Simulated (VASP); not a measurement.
# Be18S in VASP: further runs, part 2 of 2

VASP 6.6.1. The steps go on from the part before.

## (4) Single point, r2SCAN+D3(BJ)

POSCAR

```
Be18S
1.0
    4.5800000000      0.0000000000      0.0000000000
    3.4350000000      5.9495950000      0.0000000000
    0.0000000000      0.0000000000     16.5884300000
Be S
18 1
Direct
    0.0000000000      0.0000000000      0.0602829804
    0.5000000000      0.0000000000      0.0602829804
    0.0000000420      0.3333332773      0.0602829804
    0.5000000420      0.3333332773      0.0602829804
   -0.0000000420      0.6666667227      0.0602829804
    0.4999999580      0.6666667227      0.0602829804
   -0.1691664248      0.2272547963      0.1711369310
    0.3258224307      0.2260152162      0.1696532463
   -0.1660091944      0.5526428269      0.1662740235
    0.3331859987      0.5521039667      0.1739938620
   -0.1737419935      0.8871069375      0.1716487335
    0.3392802508      0.8851113395      0.1715900179
   -0.0060933028      0.0030950006      0.2759096551
    0.4954435490      0.0048610031      0.2771412364
    0.0099738449      0.3175717003      0.2853022257
    0.5070475908      0.3202101992      0.2766999650
    0.0000134346      0.6738435137      0.2827485181
    0.4838641574      0.6752498279      0.2827968048
    0.8294414970      0.5587973635      0.3732849341
```

INCAR.step1

```
PREC     = Accurate       # precision mode
ENCUT    = 520            # plane-wave cutoff, eV
ISMEAR   = 0              # smearing method
SIGMA    = 0.05           # smearing width, eV
LREAL    = Auto         
LASPH    = T              # aspherical terms in the spheres
NELM     = 80             # most SCF steps
NBANDS   = 36             # bands
GGA      = PE             # functional
ALGO     = Normal         # electronic algorithm
EDIFF    = 1E-4           # SCF threshold, eV
LWAVE    = T              # write WAVECAR
LCHARG   = F              # write CHGCAR
```

INCAR.step2

```
PREC     = Accurate       # precision mode
ENCUT    = 520            # plane-wave cutoff, eV
EDIFF    = 1E-6           # SCF threshold, eV
ISMEAR   = 0              # smearing method
SIGMA    = 0.05           # smearing width, eV
LREAL    = Auto         
LASPH    = T              # aspherical terms in the spheres
NELM     = 80             # most SCF steps
ALGO     = Normal         # electronic algorithm
ISIF     = 2              # what is computed and relaxed
LWAVE    = F              # write WAVECAR
LCHARG   = F              # write CHGCAR
METAGGA  = R2SCAN         # meta-GGA
LMIXTAU  = T            
IVDW     = 12             # dispersion correction
VDW_S6   = 1.0          
VDW_S8   = 0.78981345   
VDW_A1   = 0.49484001   
VDW_A2   = 5.73083694   
NBANDS   = 36             # bands
ISTART   = 1
```

KPOINTS

```
Automatic mesh
0
Gamma
  5 4 1
```

Potentials or basis: VASP PAW PBE potentials, release 64 (Be, S).

On the command line:

```bash
cat potpaw_PBE.64/Be/POTCAR potpaw_PBE.64/S/POTCAR > POTCAR
cp INCAR.step1 INCAR
mpirun -np 1 vasp_std > vasp.out
cp INCAR.step2 INCAR
mpirun -np 1 vasp_std > vasp.out
```

OUTCAR:

```text
PREC = Accurate
   ENCUT = 520
   EDIFF = 1E-6
   ISMEAR = 0
   LREAL = Auto
   LASPH = T
   NELM = 80
   ISIF = 2
   METAGGA = R2SCAN
   IVDW = 12
   ISTART = 1
 IVDW          = 12

 ion  position               nearest neighbor table
   1  0.000  0.000  0.060-   7 2.28  12 2.28   3 2.29   5 2.29   4 2.29   6 2.29   2 2.29   2 2.29
                            11 2.29
   2  0.500  0.000  0.060-  11 2.26   8 2.26  12 2.27   6 2.29   4 2.29   3 2.29   5 2.29   1 2.29
                             1 2.29
   3  0.000  0.333  0.060-   9 2.19   8 2.23   7 2.25   1 2.29   2 2.29   4 2.29   4 2.29   6 2.29
                             5 2.29
   4  0.500  0.333  0.060-   8 2.25   7 2.26   2 2.29   1 2.29   3 2.29   3 2.29   5 2.29   6 2.29
                            10 2.29
   5  1.000  0.667  0.060-   9 2.21  11 2.27   1 2.29   2 2.29   6 2.29   6 2.29   4 2.29   3 2.29
                            10 2.30
   6  0.500  0.667  0.060-   9 2.20  12 2.26   2 2.29   1 2.29   5 2.29   5 2.29   3 2.29   4 2.29
                            10 2.32
   7  0.831  0.227  0.171-  16 2.17  13 2.19   9 2.24   3 2.25  10 2.26   4 2.26   8 2.26  15 2.27
                             1 2.28   8 2.32  12 2.34  11 2.35
   8  0.326  0.226  0.170-  16 2.19  14 2.22   3 2.23   9 2.25   4 2.25   2 2.26  10 2.26   7 2.26
[... 242 lines left out ...]
      5      -8.0569      2.00000
      6      -6.2444      2.00000
[... 385 lines left out ...]
     32       4.2566      0.00000
     33       4.5081      0.00000
 [bands above 33 left out]

------------------------ aborting loop because EDIFF is reached ----------------------------------------

 Edisp (eV)   -1.84191

 E8    (eV) :    -0.5106

  FORCE on cell =-STRESS in cart. coord.  units (eV):
  Direction    XX          YY          ZZ          XY          YZ          ZX
  --------------------------------------------------------------------------------------
  -------------------------------------------------------------------------------------
  Total     -12.09316   -10.11395     0.11701    -0.48264    -0.02863    -0.00904
  in kB     -42.86395   -35.84867     0.41474    -1.71071    -0.10147    -0.03204
  external pressure =      -26.10 kB  Pullay stress =        0.00 kB

 VOLUME and BASIS-vectors are now :
 -----------------------------------------------------------------------------
  energy-cutoff  :      520.00
  volume of cell :      452.02
      direct lattice vectors                 reciprocal lattice vectors
     4.580000000  0.000000000  0.000000000     0.218340611 -0.126059001  0.000000000
     3.435000000  5.949595000  0.000000000     0.000000000  0.168078668  0.000000000
     0.000000000  0.000000000 16.588430000     0.000000000  0.000000000  0.060282980

 POSITION                                       TOTAL-FORCE (eV/Angst)
 -----------------------------------------------------------------------------------
      0.00000      0.00000      1.00000         0.111737     -0.136333     -0.179425
      2.29000      0.00000      1.00000        -0.142679     -0.083473      0.124444
      1.14500      1.98320      1.00000        -0.044077     -0.097058     -0.060873
      3.43500      1.98320      1.00000         0.085987      0.205586      0.180329
      6.87000      3.96640      1.00000         0.194108      0.077772      0.062578
      4.58000      3.96640      1.00000        -0.206051      0.035960     -0.166869
[... 11 lines left out ...]
      4.53558      4.01746      4.69116         0.002498     -0.005136     -0.000375
      5.71831      3.32462      6.19221        -0.002330     -0.001433      0.019983
 -----------------------------------------------------------------------------------
    total drift:                                0.000375     -0.001507     -0.001243

  FREE ENERGIE OF THE ION-ELECTRON SYSTEM (eV)
  ---------------------------------------------------
  free  energy   TOTEN  =       -83.4943749219 eV

  energy  without entropy=      -83.4865320763  energy(sigma->0) =      -83.49045350
```

Run time: 15 min. Hardware: 1 thread of Intel Xeon 6975P-C (Granite Rapids), shared host; peak memory 0.63 GiB.

Results:

| Quantity | Value |
| --- | --- |
| Free energy | -83.4944 eV |
| Largest force | 0.287 eV/Å |
| Band gap on the k mesh | zero (bands 21 and 22 overlap by 0.56 eV) |
| Dispersion energy per atom | -0.097 eV |

Forces on the atoms (eV/Å):
```
Be   0.112 -0.136 -0.179
Be  -0.143 -0.083  0.124
Be  -0.044 -0.097 -0.061
Be   0.086  0.206  0.180
Be   0.194  0.078  0.063
Be  -0.206  0.036 -0.167
Be   0.005 -0.004 -0.010
Be  -0.005  0.001 -0.006
Be   0.001  0.005  0.011
Be   0.002  0.009 -0.002
Be   0.005  0.001  0.000
Be  -0.004 -0.001 -0.003
Be  -0.001 -0.009  0.009
Be  -0.003 -0.002  0.012
Be  -0.003 -0.001 -0.001
Be   0.004  0.007  0.012
Be   0.000 -0.002 -0.002
Be   0.002 -0.005  0.000
S   -0.002 -0.001  0.020
```

Caveat: there is no dipole correction, which matters where the two faces differ; the PAW data sets were made with another functional, which shifts forces and pressure a little.

## (5) Overview

| cell | gap on the mesh (eV) | largest force (eV/Å) |
| --- | --- | --- |
| as given, atomic positions A | none | 0.27 |
| as given, atomic positions B | none | 0.40 |
| as given, atomic positions C | none | 0.29 |

Alike in all rows: task single point; level r2SCAN+D3(BJ); potentials or basis VASP PAW PBE potentials, release 64 (Be, S); no spin polarisation; k mesh 5 × 4 × 1; cutoff (eV) 520; smearing gaussian 0.05 eV.

Caveats: there is no dipole correction, which matters where the two faces differ; the PAW data sets were made with another functional, which shifts forces and pressure a little.

Total energies depend on the potentials used, so only differences within one code and one set of settings carry meaning.
